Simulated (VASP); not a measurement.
# SnH2 (Fm-3m) in VASP: single point with PBE

Aim: the single point of SnH2 with PBE.

All numbers are computed with VASP 6.6.1; they aren't measurements. Logs are shortened: lines on timing, memory, paths and dates and some standing lists are left out, and cuts for length are marked.

### 1 The cell of the first run

The structure is cubic, space group Fm-3m (No. 225). The conventional cell has a = 5.309 Å, b = 5.309 Å, c = 5.309 Å, α = 90.00°, β = 90.00°, γ = 90.00°. Within 3.0 Å of Sn (site symmetry m-3m) lie 8 H at 2.30 Å. H (site symmetry -43m) has 4 Sn at 2.30 Å and 6 H at 2.65 Å within 3.0 Å.

### 2 Single point, PBE

The input, INCAR:

```
SYSTEM = SnH2
PREC = Accurate
ENCUT = 520
EDIFF = 1E-7
ISMEAR = 1
SIGMA = 0.001
LREAL = .FALSE.
LASPH = .TRUE.
NELM = 100
ALGO = Normal
ISIF = 2
LWAVE = .FALSE.
LCHARG = .FALSE.
GGA = PE
NBANDS = 15
```

The input, KPOINTS:

```
regular mesh
0
G
  6 6 6
  0 0 0
```

The input, POSCAR:

```
SnH2
1.0
    0.0000000000      2.6545080103      2.6545080103
    2.6545080103      0.0000000000      2.6545080103
    2.6545080103      2.6545080103      0.0000000000
Sn H
1 2
Direct
    0.0000000000      0.0000000000      0.0000000000
    0.2500000000      0.2500000000      0.2500000000
    0.7500000000      0.7500000000      0.7500000000
```

Potentials or basis: VASP PAW PBE potentials, release 64 (Sn_d, H).

The run is started by

```console
> cat potpaw_PBE.64/Sn_d/POTCAR potpaw_PBE.64/H/POTCAR > POTCAR
> mpirun -np 1 vasp_std > vasp.out
```

OUTCAR:

```text
SYSTEM = SnH2
   PREC = Accurate
   ENCUT = 520
   EDIFF = 1E-7
   ISMEAR = 1
   LREAL = .FALSE.
   LASPH = .TRUE.
   NELM = 100
   ISIF = 2
   GGA = PE

 ion  position               nearest neighbor table
   1  0.000  0.000  0.000-   3 2.30   3 2.30   3 2.30   2 2.30   3 2.30   2 2.30   2 2.30   2 2.30

   2  0.250  0.250  0.250-   1 2.30   1 2.30   1 2.30   1 2.30
   3  0.750  0.750  0.750-   1 2.30   1 2.30   1 2.30   1 2.30

  LATTYP: Found a face centered cubic cell.
 ALAT       =     5.3090160206

  Lattice vectors:

 A1 = (   0.0000000000,   2.6545080103,   2.6545080103)
 A2 = (   2.6545080103,   0.0000000000,   2.6545080103)
 A3 = (   2.6545080103,   2.6545080103,   0.0000000000)

Analysis of symmetry for initial positions (statically):
=====================================================================
 Subroutine PRICEL returns:
 Original cell was already a primitive cell.

 Routine SETGRP: Setting up the symmetry group for a
 face centered cubic supercell.

 Subroutine GETGRP returns: Found 48 space group operations
 (whereof 48 operations were pure point group operations)
 out of a pool of 48 trial point group operations.

The static configuration has the point symmetry O_h .

Analysis of symmetry for dynamics (positions and initial velocities):
=====================================================================
 Subroutine PRICEL returns:
 Original cell was already a primitive cell.

 Routine SETGRP: Setting up the symmetry group for a
 face centered cubic supercell.

 Subroutine GETGRP returns: Found 48 space group operations
 (whereof 48 operations were pure point group operations)
 out of a pool of 48 trial point group operations.

The dynamic configuration has the point symmetry O_h .

 Subroutine INISYM returns: Found 48 space group operations
 (whereof 48 operations are pure point group operations),
 and found     1 'primitive' translations

----------------------------------------------------------------------------------------

                                     Primitive cell

  volume of cell :      37.4095

  direct lattice vectors                    reciprocal lattice vectors
     0.000000000  2.654508010  2.654508010    -0.188358821  0.188358821  0.188358821
     2.654508010  0.000000000  2.654508010     0.188358821 -0.188358821  0.188358821
     2.654508010  2.654508010  0.000000000     0.188358821  0.188358821 -0.188358821

  length of vectors
     3.754041230  3.754041230  3.754041230     0.326247049  0.326247049  0.326247049

[... 86 lines left out ...]
   EMIN   =  10.00;   EMAX   =-10.00  energy-range for DOS
   EFERMI =   0.00;   METHOD = LEGACY
   ISMEAR =     1;   SIGMA  =   0.00  broadening in eV -4-tet -1-fermi 0-gaus
   EFERMI_NEDOS =   21; number of points for ismear=-14 and -15
   IALGO  =     38    algorithm
   IMIX   =      4    mixing-type and parameters
     AMIX     =   0.40;   BMIX     =  1.00
     AMIX_MAG =   1.60;   BMIX_MAG =  1.00
  volume/ion in A,a.u.               =      12.47        84.15
  Fermi-wavevector in a.u.,A,eV,Ry     =   1.233448  2.330878 20.699816  1.521394
  Thomas-Fermi vector in A             =   2.368178
   LORBIT       =      0    0 simple, 1 ext, 2 COOP (PROOUT), +10 PAW based schemes
   GGA     = PE    functional components
   LHFCALC =     F    Hartree Fock is set to
   AEXX    =    0.0000 exact exchange contribution
   IVDW    =     0    specifies the selected vdW correction
   LEPSILON=     F    determine dielectric tensor
   LRPA    =     F    only Hartree local field effects (RPA)
 non-spin polarized calculation
 Methfessel and Paxton  Order N= 1 SIGMA  =   0.00
  energy-cutoff  :      520.00
  volume of cell :       37.41
 maximum number of plane-waves:      1018
   NGX = 13   NGY = 13   NGZ = 13

 number of electron      15.9999996 magnetization

 Free energy of the ion-electron system (eV)
  ---------------------------------------------------
  ext. energy  EPLUGINS =         0.00000000
  ---------------------------------------------------
  free energy    TOTEN  =        -9.07663238 eV

  energy without entropy =       -9.07660310  energy(sigma->0) =       -9.07662262

 E-fermi :   6.0553     XC(G=0):  -9.7486

 val. band max:        6.0551726720   @ k =  -0.3333   0.3333   0.1667
 cond. band min:       6.5016619987   @ k =   0.5000   0.5000   0.0000
 fundamental gap:      0.4464893267
 Fermi energy:         6.0553222172

 k-point     1 :       0.0000    0.0000    0.0000
  band No.  band energies     occupation
      1     -15.7272      2.00000
      2     -15.7272      2.00000
      3     -15.7272      2.00000
      4     -15.6994      2.00000
      5     -15.6994      2.00000
      6      -5.5316      2.00000
      7       5.0782      2.00000
      8      10.6559      0.00000
      9      10.6559      0.00000
     10      10.6559      0.00000
     11      11.2632      0.00000
     12      14.0991      0.00000
     13      14.0991      0.00000
     14      14.0991      0.00000
[... 257 lines left out ...]
      2     -15.7223      2.00000
      3     -15.6901      2.00000
      4     -15.6821      2.00000
      5     -15.6593      2.00000
      6      -0.1064      2.00000
      7       0.0566      2.00000
      8       1.6352      2.00000
      9       5.4233      2.00000
     10       9.2211      0.00000
     11      12.6105      0.00000
     12      13.4287      0.00000
     13      18.0617      0.00000
     14      21.0335      0.00000
     15      22.0076      0.00000

------------------------ aborting loop because EDIFF is reached ----------------------------------------

  FORCE on cell =-STRESS in cart. coord.  units (eV):
  Direction    XX          YY          ZZ          XY          YZ          ZX
  --------------------------------------------------------------------------------------
  -------------------------------------------------------------------------------------
  Total        0.3616108      0.3616108      0.3616108      0.0000000      0.0000000     -0.0000000
  in kB       15.4870923     15.4870923     15.4870923      0.0000000      0.0000000     -0.0000000
  external PRESSURE =      15.4870923 kB  Pullay stress =       0.0000000 kB

 VOLUME and BASIS-vectors are now :
 -----------------------------------------------------------------------------
  energy-cutoff  :      520.00
  volume of cell :       37.41
      direct lattice vectors                 reciprocal lattice vectors
     0.000000000  2.654508010  2.654508010    -0.188358821  0.188358821  0.188358821
     2.654508010  0.000000000  2.654508010     0.188358821 -0.188358821  0.188358821
     2.654508010  2.654508010  0.000000000     0.188358821  0.188358821 -0.188358821

 POSITION                                       TOTAL-FORCE (eV/Angst)
 -----------------------------------------------------------------------------------
      0.00000      0.00000      0.00000        -0.000000     -0.000000     -0.000000
      1.32725      1.32725      1.32725        -0.000000      0.000000      0.000000
      3.98176      3.98176      3.98176         0.000000     -0.000000      0.000000
 -----------------------------------------------------------------------------------
    total drift:                               -0.000000     -0.000000      0.000000

  FREE ENERGIE OF THE ION-ELECTRON SYSTEM (eV)
  ---------------------------------------------------
  free  energy   TOTEN  =        -9.0766323844 eV

  energy  without entropy=       -9.0766031046  energy(sigma->0) =       -9.07662262
```

stdout:

```text
POSCAR found type information on POSCAR SnH
 POSCAR found :  2 types and       3 ions
 scaLAPACK will be used
 LDA part: xc-table for (Slater+PW92), standard interpolation
 POSCAR, INCAR and KPOINTS ok, starting setup
 FFT: planning ... GRIDC
 FFT: planning ... GRID_SOFT
 FFT: planning ... GRID
 WAVECAR not read
 entering main loop
```

Wall time 6.3 s (1 thread of Intel Xeon 6975P-C (Granite Rapids), shared host); peak memory 0.15 GiB.

Results:

```
Free energy            : -9.0766 eV
Pressure               : 1.5 GPa
Band gap on the k mesh : zero (band 8 reaches 10.66 eV, above the bottom of band 9 at 5.42 eV)
```

Levels at points of the mesh, in eV from the Fermi level:
```
           k point  band 6  band 7  band 8  band 9  band 10  band 11
(0.00, 0.00, 0.00)  -11.59   -0.98    4.60    4.60     4.60     5.21
(0.50, 0.00, 0.00)   -8.34   -6.64    0.58    3.03     3.03     3.95
(0.50, 0.50, 0.00)   -6.78   -6.11   -2.63    0.45     0.45     3.93
```

Caveat: spin-orbit coupling is left out, which moves the levels of the heavy elements.
